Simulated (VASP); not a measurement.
# TaN (Amm2) in VASP: single point with PBEsol

Aim: the single point of TaN with PBEsol.

All numbers are computed with VASP 6.6.1; they aren't measurements. Logs are shortened: lines on timing, memory, paths and dates and some standing lists are left out, and cuts for length are marked.

## 1. The cell of the first run

Symmetry: Amm2, No. 38, orthorhombic system. Conventional cell: a = 2.883 Å, b = 2.938 Å, c = 5.089 Å, α = 90.00°, β = 90.00°, γ = 90.00°. Ta (site symmetry mm2) has 6 N at 2.06 to 2.32 Å within 2.7 Å. Within 2.7 Å of N (site symmetry mm2) lie 6 Ta at 2.06 to 2.32 Å.

## 2. Single point, PBEsol (one atom moved)

Input file INCAR:

```
SYSTEM = TaN
  ALGO = Normal
  EDIFF = 1E-6
  ENCUT = 700
  GGA = PS
  GGA_COMPAT = .FALSE.
  ISIF = 2
  ISMEAR = 0
  LASPH = .TRUE.
  LCHARG = .FALSE.
  LREAL = .FALSE.
  LWAVE = .FALSE.
  NBANDS = 16
  NELM = 120
  PREC = Accurate
  SIGMA = 0.1
```

Input file KPOINTS:

```
k-points
0
G
  15 15 12
  0 0 0
```

Input file POSCAR:

```
TaN
1.0
    2.9379988584      0.0000000000      0.0000000000
   -1.4689994292      2.5443816477      0.0000000000
    0.0000000000      0.0000000000      2.8830000000
Ta N
1 1
Direct
    0.3333333333      0.6666666667      0.5000000000
    0.0442150650      0.0884301300      0.0000000000
```

Potentials or basis: VASP PAW PBE potentials, release 64 (Ta_sv_GW, N).

Launch:

```bash
> cat potpaw_PBE.64/Ta_sv_GW/POTCAR potpaw_PBE.64/N/POTCAR > POTCAR
> mpirun -np 1 vasp_std > vasp.out
```

OUTCAR:

```text
SYSTEM = TaN
   EDIFF = 1E-6
   ENCUT = 700
   GGA = PS
   ISIF = 2
   ISMEAR = 0
   LASPH = .TRUE.
   LREAL = .FALSE.
   NELM = 120
   PREC = Accurate

 ion  position               nearest neighbor table
   1  0.333  0.667  0.500-   2 2.06   2 2.06   2 2.32   2 2.32   2 2.32   2 2.32
   2  0.044  0.088  0.000-   1 2.06   1 2.06   1 2.32   1 2.32   1 2.32   1 2.32

  LATTYP: Found a hexagonal cell.
 ALAT       =     2.9379988584
 C/A-ratio  =     0.9812801635

  Lattice vectors:

 A1 = (   2.9379988584,   0.0000000000,   0.0000000000)
 A2 = (  -1.4689994292,   2.5443816477,   0.0000000000)
 A3 = (   0.0000000000,   0.0000000000,   2.8830000000)

Analysis of symmetry for initial positions (statically):
=====================================================================
 Subroutine PRICEL returns:
 Original cell was already a primitive cell.

 Routine SETGRP: Setting up the symmetry group for a
 hexagonal supercell.

 Subroutine GETGRP returns: Found  4 space group operations
 (whereof  4 operations were pure point group operations)
 out of a pool of 24 trial point group operations.

The static configuration has the point symmetry C_2v.

Analysis of symmetry for dynamics (positions and initial velocities):
=====================================================================
 Subroutine PRICEL returns:
 Original cell was already a primitive cell.

 Routine SETGRP: Setting up the symmetry group for a
 hexagonal supercell.

 Subroutine GETGRP returns: Found  4 space group operations
 (whereof  4 operations were pure point group operations)
 out of a pool of 24 trial point group operations.

The dynamic configuration has the point symmetry C_2v.

 Subroutine INISYM returns: Found  4 space group operations
 (whereof  4 operations are pure point group operations),
 and found     1 'primitive' translations

----------------------------------------------------------------------------------------

                                     Primitive cell

  volume of cell :      21.5516

  direct lattice vectors                    reciprocal lattice vectors
     2.937998858  0.000000000  0.000000000     0.340367729  0.196511400  0.000000000
    -1.468999429  2.544381648  0.000000000     0.000000000  0.393022800  0.000000000
     0.000000000  0.000000000  2.883000000     0.000000000  0.000000000  0.346860909

  length of vectors
     2.937998858  2.937998858  2.883000000     0.393022800  0.393022800  0.346860909

  position of ions in fractional coordinates (direct lattice)
     0.333333333  0.666666667  0.500000000
[... 75 lines left out ...]
   LASPH  =      T    aspherical Exc in radial PAW
   ENCUT  =  700.0 eV  51.45 Ry    7.17 a.u.   6.34  6.34  6.22*2*pi/ulx,y,z
   NELM   =    120;   NELMIN=  2; NELMDL= -5     # of ELM steps
   EDIFF  = 0.1E-05   stopping-criterion for ELM
   LREAL  =      F    real-space projection
   EDIFFG = 0.1E-04   stopping-criterion for IOM
   NSW    =      0    number of steps for IOM
   IBRION =     -1    ionic relax: 0-MD 1-quasi-New 2-CG
   NFREE  =      0    steps in history (QN), initial steepest desc. (CG)
   ISIF   =      2    stress and relaxation
   ISYM   =      2    0-nonsym 1-usesym 2-fastsym
   POTIM  = 0.5000    time-step for ionic-motion
   TEBEG  =    0.0;   TEEND  =   0.0 temperature during run
   PSTRESS=    0.0 pullay stress
   NELECT =      18.0000    total number of electrons
   NUPDOWN=      -1.0000    fix difference up-down
   EMIN   =  10.00;   EMAX   =-10.00  energy-range for DOS
   EFERMI =   0.00;   METHOD = LEGACY
   ISMEAR =     0;   SIGMA  =   0.10  broadening in eV -4-tet -1-fermi 0-gaus
   EFERMI_NEDOS =   21; number of points for ismear=-14 and -15
   IALGO  =     38    algorithm
   IMIX   =      4    mixing-type and parameters
     AMIX     =   0.40;   BMIX     =  1.00
     AMIX_MAG =   1.60;   BMIX_MAG =  1.00
  volume/ion in A,a.u.               =      10.78        72.72
  Fermi-wavevector in a.u.,A,eV,Ry     =   1.541722  2.913433 32.339793  2.376908
  Thomas-Fermi vector in A             =   2.647628
   LORBIT       =      0    0 simple, 1 ext, 2 COOP (PROOUT), +10 PAW based schemes
   GGA     = PS    functional components
   LHFCALC =     F    Hartree Fock is set to
   AEXX    =    0.0000 exact exchange contribution
   IVDW    =     0    specifies the selected vdW correction
   LEPSILON=     F    determine dielectric tensor
   LRPA    =     F    only Hartree local field effects (RPA)
 non-spin polarized calculation
 Gauss-broadening in eV      SIGMA  =   0.10
  energy-cutoff  :      700.00
  volume of cell :       21.55
 maximum number of plane-waves:       930
 NGX is ok and might be reduce to    28
   NGX = 13   NGY = 13   NGZ = 13

 number of electron      17.9999999 magnetization

 Free energy of the ion-electron system (eV)
  ---------------------------------------------------
  ext. energy  EPLUGINS =         0.00000000
  ---------------------------------------------------
  free energy    TOTEN  =       -25.98859142 eV

  energy without entropy =      -25.98821439  energy(sigma->0) =      -25.98840291

 E-fermi :  12.2879     XC(G=0): -13.8511

 val. band max:       12.2191512409   @ k =   0.3333   0.3333   0.0833
 cond. band min:      12.2940765950   @ k =   0.0000   0.0667   0.5000
 fundamental gap:      0.0749253541
 Fermi energy:        12.2879481134

 k-point     1 :       0.0000    0.0000    0.0000
  band No.  band energies     occupation
      1     -56.1706      2.00000
      2     -22.4809      2.00000
      3     -22.2060      2.00000
      4     -22.2023      2.00000
      5      -5.4353      2.00000
      6       7.1941      2.00000
[... 433 lines left out ...]
      3     -22.3849      2.00000
      4     -22.3781      2.00000
      5      -3.9840      2.00000
      6       5.0809      2.00000
[... 8 lines left out ...]
     15      25.1301      0.00000
     16      28.7647      0.00000

 [... further k-points ...]
[... 5 lines left out ...]
  --------------------------------------------------------------------------------------
  -------------------------------------------------------------------------------------
  Total       -0.6099921      0.8117944      1.0013838      0.0000000      0.0000000      0.0000000
  in kB      -45.3478053     60.3501136     74.4444985      0.0000000      0.0000000      0.0000000
  external PRESSURE =      29.8156023 kB  Pullay stress =       0.0000000 kB

 VOLUME and BASIS-vectors are now :
 -----------------------------------------------------------------------------
  energy-cutoff  :      700.00
  volume of cell :       21.55
      direct lattice vectors                 reciprocal lattice vectors
     2.937998858  0.000000000  0.000000000     0.340367729  0.196511400  0.000000000
    -1.468999429  2.544381648  0.000000000     0.000000000  0.393022800  0.000000000
     0.000000000  0.000000000  2.883000000     0.000000000  0.000000000  0.346860909

 POSITION                                       TOTAL-FORCE (eV/Angst)
 -----------------------------------------------------------------------------------
     -0.00000      1.69625      1.44150        -0.000000      3.236431      0.000000
      0.00000      0.22500      0.00000         0.000000     -3.236431      0.000000
 -----------------------------------------------------------------------------------
    total drift:                                0.000000      0.000098     -0.000000

  FREE ENERGIE OF THE ION-ELECTRON SYSTEM (eV)
  ---------------------------------------------------
  free  energy   TOTEN  =       -25.9885914186 eV

  energy  without entropy=      -25.9882143932  energy(sigma->0) =      -25.98840291
```

stdout:

```text
POSCAR found type information on POSCAR TaN
 POSCAR found :  2 types and       2 ions
 scaLAPACK will be used
 -----------------------------------------------------------------------------
|                                                                             |
|                                                                             |
|     You enforced a specific xc type in the INCAR file but a different       |
|     I HOPE YOU KNOW WHAT YOU ARE DOING!                                     |
|                                                                             |
 -----------------------------------------------------------------------------

 LDA part: xc-table for (Slater+PW92), standard interpolation
 POSCAR, INCAR and KPOINTS ok, starting setup
 FFT: planning ... GRIDC
 FFT: planning ... GRID_SOFT
 FFT: planning ... GRID
 WAVECAR not read
 entering main loop
```

It took 2.9 min on 1 thread of Intel Xeon Platinum 8488C (Sapphire Rapids), shared host; peak memory 0.39 GiB.

Results:

```yaml
Free_energy: -25.9886 eV
Pressure: 3.0 GPa
Largest_force: 3.236 eV/Å
Band_gap_on_the_k_mesh: zero (bands 9 and 10 overlap by 0.52 eV)
```

Forces on the atoms (eV/Å):
```
Ta   0.000  3.236  0.000
N    0.000 -3.236  0.000
```

Stress tensor (GPa, compression positive):
```
-4.53  0.00  0.00
 0.00  6.04  0.00
 0.00  0.00  7.44
```

Caveat: the cell differs from its parent crystal (one atom moved); the stress differs along the axes, from -5 to 7 GPa; the PAW data sets were made with another functional, which shifts forces and pressure a little; spin-orbit coupling is left out, which moves the levels of the heavy elements.

The gap in the log of VASP goes by the Fermi energy; the results here count the filled bands.